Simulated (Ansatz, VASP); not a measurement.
## KI in VASP and in Ansatz

File POSCAR:

```
KI
1.0
    0.0000000000      3.9658942029      3.9658942029
    3.9658942029      0.0000000000      3.9658942029
    3.9658942029      3.9658942029      0.0000000000
K I
1 1
Direct
    0.0000000000      0.0000000000      0.0000000000
    0.2500000000      0.2500000000      0.2500000000
```

File INCAR.step1:

```
SYSTEM = KI
PREC = Accurate
ENCUT = 520
ISMEAR = 0
SIGMA = 0.01
LREAL = .FALSE.
LASPH = .TRUE.
NELM = 80
NBANDS = 15
GGA = PE
ALGO = Normal
EDIFF = 1E-4
LWAVE = .TRUE.
LCHARG = .FALSE.
```

The input INCAR.step2:

```
SYSTEM = KI
PREC = Accurate
ENCUT = 520
EDIFF = 1E-6
ISMEAR = 0
SIGMA = 0.01
LREAL = .FALSE.
LASPH = .TRUE.
NELM = 80
ALGO = Normal
ISIF = 2
LWAVE = .FALSE.
LCHARG = .FALSE.
METAGGA = R2SCAN
LMIXTAU = .TRUE.
NBANDS = 15
ISTART = 1
```

File KPOINTS:

```
regular mesh
0
G
  6 6 6
  0 0 0
```

Input for Ansatz:

```yaml
crystal:
  lattice:
    - [0.0, 3.9658942029, 3.9658942029]
    - [3.9658942029, 0.0, 3.9658942029]
    - [3.9658942029, 3.9658942029, 0.0]
  atoms:
    - { symbol: K, position: [0.0, 0.0, 0.0] }
    - { symbol: I, position: [0.25, 0.25, 0.25] }
kpoints:
  mp_grid: { grid: [6, 6, 6] }
  band_path:
    path:
      - [0.0, 0.0, 0.0]
      - [-0.5, -0.5, 0.0]
      - [-0.375, -0.375, 0.25]
      - [-0.375, 0.0, 0.375]
      - [0.0, 0.0, 0.5]
      - [-0.5, -0.25, 0.25]
      - [0.0, 0.145833, -0.145833]
    npoints: 1
hamiltonian:
  xc: r2scan
scf:
  occupations: { method: fixed }
  n_extra_bands: 4
output:
  forces: true
  stress: true
  eigenvalues: true
  write_density: true
  write_potential: true
  elf: true
  volumetric_format: npy
```

Alike in both runs: task single point; functional r2SCAN; k mesh 6 × 6 × 6; no spin polarisation.

```csv
,VASP,Ansatz
version,VASP 6.6.1,Ansatz 0.2.0
potentials or method,"VASP PAW PBE potentials, release 64 (K_sv, I)","plane waves, PAW"
plane-wave cutoff (eV),520,500
occupations,"gaussian, width 0.01 eV",fixed
valence electrons in the cell,16,26
```

|  | VASP | Ansatz | Ansatz less VASP |
| --- | --- | --- | --- |
| gap on the k mesh at the Fermi level (eV) | 4.47 | 4.47 | +0.004 |
| pressure (GPa) | 0.0 | 0.0 | 0.00 |

VASP's potentials were made for PBE, not for r2SCAN. VASP's potentials hold 16 valence electrons a cell and Ansatz's 26, so a difference there can come from the potentials and not from the codes. Ansatz's warnings: xc potential rough in thin density.

Spin-orbit coupling is off throughout.
